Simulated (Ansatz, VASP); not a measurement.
**Si in VASP and in Ansatz**

The input INCAR:

```
ALGO = Normal
EDIFF = 1E-7
ENCUT = 520
ISIF = 2
ISMEAR = 0
LASPH = True
LCHARG = True
LELF = True
LREAL = False
LVHAR = True
LWAVE = False
NBANDS = 11
NELM = 80
PREC = Accurate
SIGMA = 0.15
```

Contents of KPOINTS:

```
k-points
0
Gamma
  21 21 10
```

POSCAR

```
Si
1.0
    2.5989380717      0.0000000000      0.0000000000
   -1.2994690358      2.2507463929      0.0000000000
    0.0000000000      0.0000000000      4.2809558065
Si
2
Direct
    0.3333333333      0.6666666667      0.2500000000
    0.6666666667      0.3333333333      0.7500000000
```

Input for Ansatz:

```yaml
crystal:
  lattice:
    - [2.5989380717, 0.0, 0.0]
    - [-1.2994690358, 2.2507463929, 0.0]
    - [0.0, 0.0, 4.2809558065]
  atoms:
    - { symbol: Si, position: [0.3333333333, 0.6666666667, 0.25] }
    - { symbol: Si, position: [0.6666666667, 0.3333333333, 0.75] }
basis:
  ecutwfc: 420
kpoints:
  mp_grid: { grid: [21, 21, 10] }
hamiltonian:
  xc: lda
scf:
  occupations: { method: gaussian, width: 0.15 }
output:
  forces: true
  stress: true
  eigenvalues: true
```

Change from the starting cell: strain -0.025 along x and y, -0.050 along z, atoms carried along.

Alike in both runs: task single point; functional LDA; k mesh 21 × 21 × 10; occupations gaussian, width 0.15 eV; no spin polarisation.

|  | VASP | Ansatz |
| --- | --- | --- |
| version | VASP 6.6.1 | Ansatz 0.2.0 |
| potentials or method | VASP PAW LDA potentials, release 64 (Si), cutoff 520 eV | scalar-relativistic, plane waves, PAW |
| valence electrons in the cell | 8 | 8 |

Ansatz gave:

- gap on the k mesh at the Fermi level (eV): none
- pressure (GPa): 11.4
- traceless stress, the component that is largest in VASP (GPa): 2.54

What did VASP give for the same quantities?

gap on the k mesh at the Fermi level (eV): none; pressure (GPa): 11.5; traceless stress, the component that is largest in VASP (GPa): 2.58.

LDA's correlation is that of Perdew and Zunger in VASP and of Perdew and Wang (1992) in Ansatz. A gap of «none» marks a metal or a gap that the smearing closes.
